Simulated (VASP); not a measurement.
# SnSe (Fm-3m) in VASP: a series of runs

SnSe is run at these levels: PBEsol, LDA; tasks: single point.

Program: VASP 6.6.1. These are calculated values, not measurements. Logs are shortened: lines on timing, memory, paths and dates and some standing lists are left out, and cuts for length are marked.

## (1) The cell of the first run

Symmetry: Fm-3m, No. 225, cubic system. The conventional cell has a = 5.970 Å, b = 5.970 Å, c = 5.970 Å, α = 90.00°, β = 90.00°, γ = 90.00°. Sn (site symmetry m-3m) has 6 Se at 2.98 Å within 3.9 Å. Se (site symmetry m-3m) has 6 Sn at 2.98 Å within 3.9 Å.

## (2) Single point, PBEsol

File INCAR:

```
PREC = Accurate ; ENCUT = 500
EDIFF = 1E-6 ; ISMEAR = 0
SIGMA = 0.01 ; LREAL = F
LASPH = T ; NELM = 120
ALGO = Normal ; ISIF = 2
LWAVE = F ; LCHARG = F
GGA = PS ; NBANDS = 17
GGA_COMPAT = F
```

File KPOINTS:

```
Automatic mesh
0
Gamma
  6 6 6
```

File POSCAR:

```
SnSe
1.0
    0.0000000000      2.9848894956      2.9848894956
    2.9848894956      0.0000000000      2.9848894956
    2.9848894956      2.9848894956      0.0000000000
Sn Se
1 1
Direct
    0.0000000000      0.0000000000      0.0000000000
    0.5000000000      0.5000000000      0.5000000000
```

Potentials or basis: VASP PAW PBE potentials, release 64 (Sn_d, Se).

Command:

```console
$ cat potpaw_PBE.64/Sn_d/POTCAR potpaw_PBE.64/Se/POTCAR > POTCAR
$ mpirun -np 1 vasp_std > vasp.out
```

OUTCAR:

```text
PREC = Accurate
   ENCUT = 500
   EDIFF = 1E-6
   ISMEAR = 0
   LREAL = F
   LASPH = T
   NELM = 120
   ISIF = 2
   GGA = PS

 ion  position               nearest neighbor table
   1  0.000  0.000  0.000-   2 2.98   2 2.98   2 2.98   2 2.98   2 2.98   2 2.98
   2  0.500  0.500  0.500-   1 2.98   1 2.98   1 2.98   1 2.98   1 2.98   1 2.98

  LATTYP: Found a face centered cubic cell.
 ALAT       =     5.9697789912

  Lattice vectors:

 A1 = (   0.0000000000,   2.9848894956,   2.9848894956)
 A2 = (   2.9848894956,   0.0000000000,   2.9848894956)
 A3 = (   2.9848894956,   2.9848894956,   0.0000000000)

Analysis of symmetry for initial positions (statically):
=====================================================================
 Subroutine PRICEL returns:
 Original cell was already a primitive cell.

 Routine SETGRP: Setting up the symmetry group for a
 face centered cubic supercell.

 Subroutine GETGRP returns: Found 48 space group operations
 (whereof 48 operations were pure point group operations)
 out of a pool of 48 trial point group operations.

The static configuration has the point symmetry O_h .

Analysis of symmetry for dynamics (positions and initial velocities):
=====================================================================
 Subroutine PRICEL returns:
 Original cell was already a primitive cell.

 Routine SETGRP: Setting up the symmetry group for a
 face centered cubic supercell.

 Subroutine GETGRP returns: Found 48 space group operations
 (whereof 48 operations were pure point group operations)
 out of a pool of 48 trial point group operations.

The dynamic configuration has the point symmetry O_h .

 Subroutine INISYM returns: Found 48 space group operations
 (whereof 48 operations are pure point group operations),
 and found     1 'primitive' translations

----------------------------------------------------------------------------------------

                                     Primitive cell

  volume of cell :      53.1881

  direct lattice vectors                    reciprocal lattice vectors
     0.000000000  2.984889496  2.984889496    -0.167510389  0.167510389  0.167510389
     2.984889496  0.000000000  2.984889496     0.167510389 -0.167510389  0.167510389
     2.984889496  2.984889496  0.000000000     0.167510389  0.167510389 -0.167510389

  length of vectors
     4.221271207  4.221271207  4.221271207     0.290136504  0.290136504  0.290136504

  position of ions in fractional coordinates (direct lattice)
     0.000000000  0.000000000  0.000000000
     0.500000000  0.500000000  0.500000000

  ion indices of the primitive-cell ions
   primitive index   ion index
                 1           1
                 2           2

----------------------------------------------------------------------------------------

 KPOINTS: Automatic mesh

Automatic generation of k-mesh.
 Grid dimensions read from file:
 generate k-points for:    6    6    6

 Generating k-lattice:

  Cartesian coordinates                     Fractional coordinates (reciprocal lattice)
    -0.027918398  0.027918398  0.027918398     0.166666667  0.000000000  0.000000000
     0.027918398 -0.027918398  0.027918398     0.000000000  0.166666667  0.000000000
     0.027918398  0.027918398 -0.027918398     0.000000000  0.000000000  0.166666667

  Length of vectors
     0.048356084  0.048356084  0.048356084

  Shift w.r.t. Gamma in fractional coordinates (k-lattice)
     0.000000000  0.000000000  0.000000000

 Subroutine IBZKPT returns following result:
 ===========================================

 Found     16 irreducible k-points:

 Following reciprocal coordinates:
            Coordinates               Weight
  0.000000  0.000000  0.000000      1.000000
  0.166667  0.000000  0.000000      8.000000
  0.333333  0.000000  0.000000      8.000000
  0.500000  0.000000  0.000000      4.000000
  0.166667  0.166667  0.000000      6.000000
  0.333333  0.166667  0.000000     24.000000
[... 8 lines left out ...]
 -0.333333  0.333333  0.166667     24.000000
 -0.333333  0.500000  0.166667     12.000000
   k-points           NKPTS =     16   k-points in BZ     NKDIM =     16   number of bands    NBANDS=     17
   number of dos      NEDOS =    301   number of ions     NIONS =      2
   total plane-waves  NPLWV =  32768
   dimension x,y,z NGX =    32 NGY =   32 NGZ =   32
   dimension x,y,z NGXF=    64 NGYF=   64 NGZF=   64
   ions per type =               1   1
   NGX,Y,Z   is equivalent  to a cutoff of  12.60, 12.60, 12.60 a.u.
   NGXF,Y,Z  is equivalent  to a cutoff of  25.21, 25.21, 25.21 a.u.
 SYSTEM =  unknown system
   PREC   = accura    normal or accurate (medium, high low for compatibility)
   ISTART =      0    job   : 0-new  1-cont  2-samecut
   ICHARG =      2    charge: 1-file 2-atom 10-const
   ISPIN  =      1    spin polarized calculation?
   LNONCOLLINEAR =      F non collinear calculations
   LSORBIT =      F    spin-orbit coupling
   LASPH  =      T    aspherical Exc in radial PAW
   ENCUT  =  500.0 eV  36.75 Ry    6.06 a.u.   7.70  7.70  7.70*2*pi/ulx,y,z
   NELM   =    120;   NELMIN=  2; NELMDL= -5     # of ELM steps
   EDIFF  = 0.1E-05   stopping-criterion for ELM
   LREAL  =      F    real-space projection
   EDIFFG = 0.1E-04   stopping-criterion for IOM
   NSW    =      0    number of steps for IOM
   IBRION =     -1    ionic relax: 0-MD 1-quasi-New 2-CG
   NFREE  =      0    steps in history (QN), initial steepest desc. (CG)
   ISIF   =      2    stress and relaxation
   ISYM   =      2    0-nonsym 1-usesym 2-fastsym
   POTIM  = 0.5000    time-step for ionic-motion
   TEBEG  =    0.0;   TEEND  =   0.0 temperature during run
   PSTRESS=    0.0 pullay stress
   NELECT =      20.0000    total number of electrons
   NUPDOWN=      -1.0000    fix difference up-down
   EMIN   =  10.00;   EMAX   =-10.00  energy-range for DOS
   EFERMI =   0.00;   METHOD = LEGACY
   ISMEAR =     0;   SIGMA  =   0.01  broadening in eV -4-tet -1-fermi 0-gaus
   EFERMI_NEDOS =   21; number of points for ismear=-14 and -15
   IALGO  =     38    algorithm
   IMIX   =      4    mixing-type and parameters
     AMIX     =   0.40;   BMIX     =  1.00
     AMIX_MAG =   1.60;   BMIX_MAG =  1.00
  volume/ion in A,a.u.               =      26.59       179.47
  Fermi-wavevector in a.u.,A,eV,Ry     =   1.181626  2.232949 18.996987  1.396239
  Thomas-Fermi vector in A             =   2.317895
   LORBIT       =      0    0 simple, 1 ext, 2 COOP (PROOUT), +10 PAW based schemes
   GGA     = PS    functional components
   LHFCALC =     F    Hartree Fock is set to
   AEXX    =    0.0000 exact exchange contribution
   IVDW    =     0    specifies the selected vdW correction
   LEPSILON=     F    determine dielectric tensor
   LRPA    =     F    only Hartree local field effects (RPA)
 non-spin polarized calculation
 Gauss-broadening in eV      SIGMA  =   0.01
  energy-cutoff  :      500.00
  volume of cell :       53.19
 maximum number of plane-waves:      1363
   NGX = 15   NGY = 15   NGZ = 15

 number of electron      20.0000008 magnetization

 Free energy of the ion-electron system (eV)
  ---------------------------------------------------
  ext. energy  EPLUGINS =         0.00000000
  ---------------------------------------------------
  free energy    TOTEN  =        -9.00606220 eV

  energy without entropy =       -9.00606220  energy(sigma->0) =       -9.00606220

 E-fermi :   5.7617     XC(G=0):  -9.8954

 val. band max:        5.6141211655   @ k =   0.5000   0.0000   0.0000
 cond. band min:       6.3720111210   @ k =   0.5000   0.0000   0.0000
 fundamental gap:      0.7578899554
 Fermi energy:         5.7617394018

 k-point     1 :       0.0000    0.0000    0.0000
  band No.  band energies     occupation
      1     -15.7668      2.00000
      2     -15.7668      2.00000
      3     -15.7660      2.00000
      4     -15.7660      2.00000
      5     -15.7660      2.00000
      6      -8.3438      2.00000
[... 9 lines left out ...]
     16      11.4930      0.00000
     17      13.7399      0.00000

 k-point     2 :       0.1667    0.0000    0.0000
  band No.  band energies     occupation
      1     -15.7690      2.00000
      2     -15.7690      2.00000
      3     -15.7653      2.00000
      4     -15.7624      2.00000
      5     -15.7624      2.00000
      6      -8.1431      2.00000
[... 9 lines left out ...]
     16      12.1394      0.00000
     17      15.6522      0.00000

 k-point     3 :       0.3333    0.0000    0.0000
  band No.  band energies     occupation
      1     -15.7736      2.00000
      2     -15.7736      2.00000
      3     -15.7639      2.00000
      4     -15.7550      2.00000
      5     -15.7550      2.00000
      6      -7.6592      2.00000
[... 9 lines left out ...]
     16      13.8056      0.00000
     17      17.6281      0.00000

 k-point     4 :       0.5000    0.0000    0.0000
  band No.  band energies     occupation
      1     -15.7759      2.00000
      2     -15.7759      2.00000
      3     -15.7633      2.00000
      4     -15.7513      2.00000
      5     -15.7513      2.00000
      6      -7.3510      2.00000
[... 9 lines left out ...]
     16      15.9262      0.00000
     17      15.9262      0.00000

 k-point     5 :       0.1667    0.1667    0.0000
  band No.  band energies     occupation
      1     -15.7730      2.00000
      2     -15.7678      2.00000
      3     -15.7647      2.00000
      4     -15.7611      2.00000
      5     -15.7611      2.00000
      6      -8.0757      2.00000
[... 9 lines left out ...]
     16      13.2458      0.00000
     17      14.2456      0.00000

 k-point     6 :       0.3333    0.1667    0.0000
  band No.  band energies     occupation
      1     -15.7789      2.00000
      2     -15.7670      2.00000
      3     -15.7668      2.00000
      4     -15.7566      2.00000
      5     -15.7540      2.00000
      6      -7.6818      2.00000
[... 9 lines left out ...]
     16      14.7395      0.00000
     17      16.3933      0.00000

 k-point     7 :       0.5000    0.1667    0.0000
  band No.  band energies     occupation
      1     -15.7810      2.00000
      2     -15.7711      2.00000
      3     -15.7626      2.00000
      4     -15.7543      2.00000
      5     -15.7505      2.00000
      6      -7.2842      2.00000
[... 9 lines left out ...]
     16      16.1020      0.00000
     17      16.4890      0.00000

 k-point     8 :      -0.3333    0.1667    0.0000
  band No.  band energies     occupation
      1     -15.7772      2.00000
      2     -15.7729      2.00000
      3     -15.7615      2.00000
      4     -15.7543      2.00000
      5     -15.7540      2.00000
      6      -7.3873      2.00000
[... 9 lines left out ...]
     16      15.1263      0.00000
     17      16.8151      0.00000

 k-point     9 :      -0.1667    0.1667    0.0000
  band No.  band energies     occupation
      1     -15.7715      2.00000
      2     -15.7712      2.00000
      3     -15.7643      2.00000
      4     -15.7606      2.00000
      5     -15.7565      2.00000
      6      -7.8430      2.00000
[... 9 lines left out ...]
     16      14.3035      0.00000
     17      15.0094      0.00000

 k-point    10 :       0.3333    0.3333    0.0000
  band No.  band energies     occupation
      1     -15.7898      2.00000
      2     -15.7716      2.00000
      3     -15.7604      2.00000
      4     -15.7510      2.00000
      5     -15.7510      2.00000
      6      -7.4360      2.00000
[... 9 lines left out ...]
     16      16.3927      0.00000
     17      16.6828      0.00000

 k-point    11 :       0.5000    0.3333    0.0000
  band No.  band energies     occupation
      1     -15.7934      2.00000
      2     -15.7696      2.00000
      3     -15.7620      2.00000
      4     -15.7495      2.00000
      5     -15.7479      2.00000
      6      -7.1330      2.00000
[... 9 lines left out ...]
     16      16.8453      0.00000
     17      17.2229      0.00000

 k-point    12 :      -0.3333    0.3333    0.0000
  band No.  band energies     occupation
      1     -15.7867      2.00000
      2     -15.7672      2.00000
      3     -15.7617      2.00000
      4     -15.7544      2.00000
      5     -15.7506      2.00000
      6      -7.1066      2.00000
[... 9 lines left out ...]
     16      14.7611      0.00000
     17      17.3429      0.00000

 k-point    13 :       0.5000    0.5000    0.0000
  band No.  band energies     occupation
      1     -15.8004      2.00000
      2     -15.7735      2.00000
      3     -15.7582      2.00000
      4     -15.7459      2.00000
      5     -15.7459      2.00000
      6      -7.0470      2.00000
[... 9 lines left out ...]
     16      17.4930      0.00000
     17      18.3914      0.00000

 k-point    14 :       0.5000    0.3333    0.1667
  band No.  band energies     occupation
      1     -15.7845      2.00000
      2     -15.7670      2.00000
      3     -15.7656      2.00000
      4     -15.7532      2.00000
      5     -15.7513      2.00000
      6      -7.3171      2.00000
[... 9 lines left out ...]
     16      15.6857      0.00000
     17      16.2430      0.00000

 k-point    15 :      -0.3333    0.3333    0.1667
  band No.  band energies     occupation
      1     -15.7861      2.00000
      2     -15.7683      2.00000
      3     -15.7597      2.00000
      4     -15.7581      2.00000
      5     -15.7484      2.00000
      6      -7.1065      2.00000
[... 9 lines left out ...]
     16      17.1673      0.00000
     17      17.1907      0.00000

 k-point    16 :      -0.3333    0.5000    0.1667
  band No.  band energies     occupation
      1     -15.7930      2.00000
      2     -15.7668      2.00000
      3     -15.7634      2.00000
      4     -15.7530      2.00000
      5     -15.7459      2.00000
      6      -7.0249      2.00000
[... 9 lines left out ...]
     16      16.9896      0.00000
     17      18.4910      0.00000

------------------------ aborting loop because EDIFF is reached ----------------------------------------

  FORCE on cell =-STRESS in cart. coord.  units (eV):
  Direction    XX          YY          ZZ          XY          YZ          ZX
  --------------------------------------------------------------------------------------
  -------------------------------------------------------------------------------------
  Total       -0.3326265     -0.3326265     -0.3326265     -0.0000000      0.0000000      0.0000000
  in kB      -10.0196539    -10.0196539    -10.0196539     -0.0000000      0.0000000      0.0000000
  external PRESSURE =     -10.0196539 kB  Pullay stress =       0.0000000 kB

 VOLUME and BASIS-vectors are now :
 -----------------------------------------------------------------------------
  energy-cutoff  :      500.00
  volume of cell :       53.19
      direct lattice vectors                 reciprocal lattice vectors
     0.000000000  2.984889496  2.984889496    -0.167510389  0.167510389  0.167510389
     2.984889496  0.000000000  2.984889496     0.167510389 -0.167510389  0.167510389
     2.984889496  2.984889496  0.000000000     0.167510389  0.167510389 -0.167510389

 POSITION                                       TOTAL-FORCE (eV/Angst)
 -----------------------------------------------------------------------------------
      0.00000      0.00000      0.00000        -0.000000     -0.000000     -0.000000
      2.98489      2.98489      2.98489         0.000000      0.000000      0.000000
 -----------------------------------------------------------------------------------
    total drift:                                0.000000     -0.000000     -0.000000

  FREE ENERGIE OF THE ION-ELECTRON SYSTEM (eV)
  ---------------------------------------------------
  free  energy   TOTEN  =        -9.0060622011 eV

  energy  without entropy=       -9.0060622011  energy(sigma->0) =       -9.00606220
```

It took 16 s on 1 thread of AMD EPYC 7R43 (Zen 3), shared host; peak memory 0.14 GiB.

What came out:

```yaml
Free_energy: -9.0061 eV
Pressure: -1.0 GPa
Band_gap_on_the_k_mesh: 0.76 eV
```

Levels at points of the mesh, in eV from the valence-band top:
| k point | band 8 | band 9 | band 10 | band 11 | band 12 | band 13 |
| --- | --- | --- | --- | --- | --- | --- |
| (0.00, 0.00, 0.00) | -2.16 | -2.16 | -2.16 | 4.48 | 4.48 | 4.48 |
| (0.50, 0.00, 0.00) | -1.91 | -1.91 | 0.00 | 0.76 | 1.30 | 1.30 |
| (0.50, 0.50, 0.00) | -5.58 | -3.67 | -3.67 | 2.94 | 5.56 | 5.56 |

Caveat: the PAW data sets were made with another functional, which shifts forces and pressure a little; spin-orbit coupling is left out, which moves the levels of the heavy elements.

(Part 1 of 2 ends here.)
